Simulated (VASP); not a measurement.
A run of VASP 6.6.1 is set up as follows.

The input POSCAR:

```
PbS
1.0
    0.0000000000      2.9205250000      2.9650000000
    2.9205250000      0.0000000000      2.9650000000
    2.9205250000      2.9205250000      0.0000000000
Pb S
1 1
Direct
    0.0000000000      0.0000000000      0.0000000000
    0.5000000000      0.5000000000      0.5000000000
```

INCAR.step1

```
PREC     = Accurate       # precision mode
ENCUT    = 520            # plane-wave cutoff, eV
ISMEAR   = 0              # smearing method
SIGMA    = 0.05           # smearing width, eV
LREAL    = F              # projectors in reciprocal space
LASPH    = T              # aspherical terms in the spheres
NELM     = 80             # most SCF steps
NBANDS   = 17             # bands
GGA      = PE             # functional
ALGO     = Normal         # electronic algorithm
EDIFF    = 1E-4           # SCF threshold, eV
LWAVE    = T              # write WAVECAR
LCHARG   = F              # write CHGCAR
```

INCAR.step2

```
PREC     = Accurate       # precision mode
ENCUT    = 520            # plane-wave cutoff, eV
EDIFF    = 1E-6           # SCF threshold, eV
ISMEAR   = 0              # smearing method
SIGMA    = 0.05           # smearing width, eV
LREAL    = F              # projectors in reciprocal space
LASPH    = T              # aspherical terms in the spheres
NELM     = 80             # most SCF steps
ALGO     = Normal         # electronic algorithm
ISIF     = 2              # what is computed and relaxed
LWAVE    = F              # write WAVECAR
LCHARG   = F              # write CHGCAR
METAGGA  = R2SCAN         # meta-GGA
LMIXTAU  = T            
NBANDS   = 17             # bands
ISTART   = 1
```

KPOINTS

```
Automatic mesh
0
Gamma
  8 8 8
```

Potentials or basis: VASP PAW PBE potentials, release 64 (Pb_d, S).

Launch:

```console
$ cat potpaw_PBE.64/Pb_d/POTCAR potpaw_PBE.64/S/POTCAR > POTCAR
$ cp INCAR.step1 INCAR
$ mpirun -np 1 vasp_std > vasp.out
$ cp INCAR.step2 INCAR
$ mpirun -np 1 vasp_std > vasp.out
```

Question: What does it give for the band gap on the k mesh?

Answer: 0.49 eV.

Question: Estimate the pressure.

Answer: 3.4 GPa.

Stress tensor (GPa, compression positive):
```
4.19 0.00 0.00
0.00 4.19 0.00
0.00 0.00 1.90
```

Caveat: the cell differs from its parent crystal (strain -0.015 along x and y, +0.000 along z); the cell stands under pressure; the PAW data sets were made with another functional, which shifts forces and pressure a little; spin-orbit coupling is left out, which moves the levels of the heavy elements. A k mesh can miss the band edges.
